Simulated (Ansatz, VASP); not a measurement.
**Hf3TiN4: VASP beside Ansatz**

File POSCAR:

```
Hf3TiN4
1.0
    3.1761793000      0.0000000000      0.0000000000
    0.0000000000      3.1761793000      0.0000000000
    0.0000000000      0.0000000000      8.9784129000
Hf Ti N
3 1 4
Direct
    0.5000000000      0.5000000000      0.2401400000
    0.0000000000      0.0000000000      0.5000000000
    0.5000000000      0.5000000000      0.7598600000
    0.0000000000      0.0000000000      0.0000000000
    0.0000000000      0.0000000000      0.2461680000
    0.5000000000      0.5000000000      0.5000000000
    0.0000000000      0.0000000000      0.7538320000
    0.5000000000      0.5000000000      0.0000000000
```

File INCAR.step1:

```
PREC = Accurate ; ENCUT = 520
ISMEAR = 0 ; SIGMA = 0.1
LREAL = F ; LASPH = T
NELM = 60 ; NBANDS = 41
GGA = PE ; ALGO = Normal
EDIFF = 1E-4 ; LWAVE = T
LCHARG = F
```

File INCAR.step2:

```
PREC = Accurate ; ENCUT = 520
EDIFF = 1E-7 ; ISMEAR = 0
SIGMA = 0.1 ; LREAL = F
LASPH = T ; NELM = 60
ALGO = Normal ; ISIF = 2
LWAVE = F ; LCHARG = T
METAGGA = R2SCAN ; LMIXTAU = T
LELF = T ; LVHAR = T
NBANDS = 41 ; ISTART = 1
```

Contents of KPOINTS:

```
Automatic mesh
0
Gamma
  12 12 4
```

Input for Ansatz:

```yaml
crystal:
  lattice:
    - [3.1761793, 0.0, 0.0]
    - [0.0, 3.1761793, 0.0]
    - [0.0, 0.0, 8.9784129]
  atoms:
    - { symbol: Hf, position: [0.5, 0.5, 0.24014] }
    - { symbol: Hf, position: [0.0, 0.0, 0.5] }
    - { symbol: Hf, position: [0.5, 0.5, 0.75986] }
    - { symbol: Ti, position: [0.0, 0.0, 0.0] }
    - { symbol: "N", position: [0.0, 0.0, 0.246168] }
    - { symbol: "N", position: [0.5, 0.5, 0.5] }
    - { symbol: "N", position: [0.0, 0.0, 0.753832] }
    - { symbol: "N", position: [0.5, 0.5, 0.0] }
basis:
  ecutwfc: 500
kpoints:
  mp_grid: { grid: [12, 12, 4] }
  band_path:
    path:
      - [[0.0, 0.0, 0.0], [0.0, 0.5, 0.0], [0.5, 0.5, 0.0], [0.0, 0.0, 0.0], [0.0, 0.0, 0.5], [0.0, 0.5, 0.5], [0.5, 0.5, 0.5], [0.0, 0.0, 0.5]]
      - [[0.0, 0.5, 0.0], [0.0, 0.5, 0.5]]
      - [[0.5, 0.5, 0.0], [0.5, 0.5, 0.5]]
    npoints: 14
hamiltonian:
  xc: r2scan
scf:
  occupations: { method: gaussian, width: 0.1 }
  n_extra_bands: 20
output:
  forces: true
  stress: true
  eigenvalues: true
  populations: true
  dos: { projected: true, de: 0.02, nscf_kmesh: { grid: [15, 15, 5] } }
  bader: true
  write_density: true
  write_potential: true
  elf: true
  volumetric_format: npy
```

Alike in both runs: task single point; functional r2SCAN; k mesh 12 × 12 × 4; occupations gaussian, width 0.1 eV; no spin polarisation.

```csv
,VASP,Ansatz
version,VASP 6.6.1,Ansatz 0.2.0
potentials or method,"VASP PAW PBE potentials, release 64 (Hf_pv, Ti_sv, N), cutoff 520 eV","scalar-relativistic, plane waves, PAW"
valence electrons in the cell,62,110
```

VASP gave:

* gap on the k mesh at the Fermi level (eV): none
* pressure (GPa): -5.6
* traceless stress, the component that is largest in VASP (GPa): 0.14
* rms of the force components (eV/Å): 0.052

Task: Which values does Ansatz return?

Result: gap on the k mesh at the Fermi level (eV): none; pressure (GPa): -3.8; traceless stress, the component that is largest in VASP (GPa): 0.03; rms of the force components (eV/Å): 0.039.

VASP's potentials were made for PBE, not for r2SCAN. Atom by atom the forces differ by 0.023 eV/Å (rms over components). A gap of «none» marks a metal or a gap that the smearing closes. The functional is the same, so the differences come from potentials, cutoffs and numerics. VASP's potentials hold 62 valence electrons a cell and Ansatz's 110, so a difference there can come from the potentials and not from the codes.

Neither program's run includes spin-orbit coupling.
